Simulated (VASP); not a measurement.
Wanted: the native input for a VASP 6.6.1 run.

* Task: single point
* Functional: PBEsol
* Potentials or basis: VASP PAW PBE potentials, release 64 (Fe, Ge_d)
* Cutoff: 520 eV
* k mesh: 8 × 8 × 6
* Occupations: gaussian, width 0.1 eV
* Spin: collinear spin, ferromagnetic start
* Starting moments: [2.4, 2.4, 2.4, 2.4, 0.0, 0.0] μB
* Dipole correction: no
* Further INCAR settings: ALGO = Normal; EDIFF = 1e-07; NBANDS = 43

The structure of Fe2Ge lies in POSCAR:

```
Fe2Ge
1.0
    4.2919806197      0.0000000000      0.0000000000
   -2.1459851174      3.7169638229      0.0000000000
    0.0000000000      0.0000000000      5.2015809665
Fe Ge
4 2
Direct
    0.0000000000      0.0000000000      0.0000000000
    0.0000000000      0.0000000000      0.5000000000
    0.6666666667      0.3333333333      0.7500000000
    0.3333333333      0.6666666667      0.2500000000
    0.6666666667      0.3333333333      0.2500000000
    0.3333333333      0.6666666667      0.7500000000
```

The input as run:

INCAR

```
PREC = Accurate
ENCUT = 520
EDIFF = 1E-7
ISMEAR = 0
SIGMA = 0.1
LREAL = False
LASPH = True
NELM = 150
ALGO = Normal
ISIF = 2
LWAVE = False
LCHARG = False
ISPIN = 2
MAGMOM = 2.4 2.4 2.4 2.4 0 0
LORBIT = 11
LMAXMIX = 4
GGA = PS
NBANDS = 43
```

KPOINTS

```
Automatic mesh
0
Gamma
  8 8 6
```

Potentials or basis: VASP PAW PBE potentials, release 64 (Fe, Ge_d).

Run with:

```sh
$ cat potpaw_PBE.64/Fe/POTCAR potpaw_PBE.64/Ge_d/POTCAR > POTCAR
$ mpirun -np 1 vasp_std > vasp.out
```

It gave:

* Pressure: -19.5 GPa
* Net moment: 9.11 μB per cell
* Site moments: Fe +2.62, +2.03 (each value once); Ge -0.09 μB
* Valence electrons inside the program's atomic spheres: Fe 6.94, 7.14 (each value once); Ge 12.37

Caveat: the cell stands under tension; the PAW data sets were made with another functional, which shifts forces and pressure a little.

Run time: 4.7 min on 1 thread of AMD EPYC 7R43 64-Core Processor (Zen 3), on a shared host, peak memory 0.32 GiB.
